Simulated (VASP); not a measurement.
Here is a VASP 6.6.1 calculation.

File INCAR:

```
  PREC = Accurate
  ENCUT = 520
  EDIFF = 1E-6
  ISMEAR = 0
  SIGMA = 0.1
  LREAL = F
  LASPH = T
  NELM = 80
  ALGO = Normal
  ISIF = 2
  LWAVE = F
  LCHARG = T
  GGA = PE
  LELF = T
  LVHAR = T
  NBANDS = 10
```

KPOINTS

```
Automatic mesh
0
Gamma
  10 10 10
```

Contents of POSCAR:

```
Rb
1.0
   -2.7167457610      2.7167457610      2.7167457610
    2.7167457610     -2.7167457610      2.7167457610
    2.7167457610      2.7167457610     -2.7167457610
Rb
1
Direct
    0.0000000000      0.0000000000      0.0000000000
```

Potentials or basis: VASP PAW PBE potentials, release 64 (Rb_sv).

The run is started by

```sh
$ cat potpaw_PBE.64/Rb_sv/POTCAR > POTCAR
$ mpirun -np 1 vasp_std > vasp.out
```

Task: Estimate the band gap on the k mesh.

Result: Zero (an odd number of electrons rules out a gap without spin polarisation).

Task: Predict the pressure.

Result: 0.5 GPa.
